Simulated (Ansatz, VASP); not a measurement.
# One calculation of RbCrP2, two programs

```xyz
4
Lattice="1.9146 1.1054 6.7372 -1.9146 1.1054 6.7372 0.0000 -2.2108 6.7372" Properties=species:S:1:pos:R:3 pbc="T T T"
Rb    0.0000    0.0000    0.0000
Cr    0.0000    0.0000   10.1058
P     0.0000    0.0000    4.4870
P     0.0000    0.0000   15.7247
```

Alike in both runs: task single point; functional PBE; k mesh 6 × 6 × 6; occupations gaussian, width 0.1 eV; collinear spin.

|  | VASP | Ansatz |
| --- | --- | --- |
| version | VASP 6.6.1 | Ansatz 0.2.0 |
| potentials or method | VASP PAW PBE potentials, release 64 (Rb_sv, Cr_pv, P), cutoff 520 eV | scalar-relativistic, plane waves, PAW |
| valence electrons in the cell | 31 | 33 |

VASP gave:

```
gap on the k mesh at the Fermi level (eV)                     : none
pressure (GPa)                                                : -0.4
traceless stress, the component that is largest in VASP (GPa) : 3.43
rms of the force components (eV/Å)                            : 0.581
net moment per atom (μB)                                      : 0.51
size of the moment on the site where the two differ most (μB) : 2.39
```

Problem. Estimate Ansatz's values.

Solution. gap on the k mesh at the Fermi level (eV): none; pressure (GPa): -0.5; traceless stress, the component that is largest in VASP (GPa): 3.45; rms of the force components (eV/Å): 0.575; net moment per atom (μB): 0.50; size of the moment on the site where the two differ most (μB): 2.24.

Site moments also hang on the region over which each program counts them. Atom by atom the forces differ by 0.007 eV/Å (rms over components). A gap of «none» marks a metal or a gap that the smearing closes. VASP's potentials hold 31 valence electrons a cell and Ansatz's 33, so a difference there can come from the potentials and not from the codes.
